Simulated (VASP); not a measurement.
Input of a VASP 6.6.1 run:

The input INCAR:

```
SYSTEM = CrH4F
PREC = Accurate ; ENCUT = 520
EDIFF = 1E-6 ; ISMEAR = -1
SIGMA = 0.1401 ; LREAL = .FALSE.
LASPH = .TRUE. ; NELM = 150
ALGO = Normal ; ISIF = 2
LWAVE = .FALSE. ; LCHARG = .TRUE.
ISPIN = 2 ; MAGMOM = -0.03 -0.03 -0.03 -0.03 -0.01 -0.01 -0.01 -0.01 -0.08 -0.08 0.72 0.72
LORBIT = 11 ; LMAXMIX = 4
LDAU = .TRUE. ; LDAUTYPE = 1
LDAUL = -1 -1 2 ; LDAUU = 0 0 5.38
LDAUJ = 0 0 0.94 ; LDAUPRINT = 1
LELF = .TRUE. ; LVHAR = .TRUE.
ISYM = 0 ; NBANDS = 39
```

The input KPOINTS:

```
regular mesh
0
G
  4 4 3
  0 0 0
```

Contents of POSCAR:

```
CrH4F
1.0
    3.2336927000      2.9728996600      0.0000000000
    3.2336927000     -2.9728996600      0.0000000000
    0.0000000000      0.0000000000     -6.4873650800
H F Cr
8 2 2
Direct
    0.1744000000      0.1998000000      0.7500000000
    0.8256000000      0.8002000000      0.2500000000
    0.1998000000      0.1744000000      0.2500000000
    0.8002000000      0.8256000000      0.7500000000
    0.6911000000      0.3089000000      0.5720000000
    0.3089000000      0.6911000000      0.0720000000
    0.3089000000      0.6911000000      0.4280000000
    0.6911000000      0.3089000000      0.9280000000
    0.3534000000      0.6466000000      0.7500000000
    0.6466000000      0.3534000000      0.2500000000
    0.8390000000      0.1610000000      0.7500000000
    0.1610000000      0.8390000000      0.2500000000
```

Potentials or basis: VASP PAW LDA potentials, release 64 (H, F, Cr_pv).

Run with:

```sh
$ cat potpaw_LDA.64/H/POTCAR potpaw_LDA.64/F/POTCAR potpaw_LDA.64/Cr_pv/POTCAR > POTCAR
$ mpirun -np 1 vasp_std > vasp.out
```

Task: What does it give for the largest force?

Result: 2.141 eV/Å.

Task: Estimate the band gap on the k mesh.

Result: 1.37 eV (least direct gap 1.38 eV).

Task: Predict the net moment.

Result: 2.00 μB per cell.

Task: Estimate the site moments.

Result: H -0.02; F -0.05; Cr +1.09 μB.

Eigenvalues of the final occupation matrices:
| site | spin | trace | eigenvalues |
| --- | --- | --- | --- |
| site 11 d | 1 | 2.74 | 0.03 0.51 0.63 0.66 0.92 |
| site 11 d | 2 | 1.64 | 0.00 0.02 0.47 0.55 0.60 |
| site 12 d | 1 | 2.74 | 0.03 0.51 0.63 0.66 0.92 |
| site 12 d | 2 | 1.64 | 0.00 0.02 0.47 0.55 0.60 |

Caveat: an odd mesh through Γ misses points on the zone boundary, where band edges can lie; only a ferromagnetic start was run, and an antiferromagnetic order may lie lower in energy; forces of over 1 eV/Å act on the atoms, so gaps and moduli don't describe the material at rest.
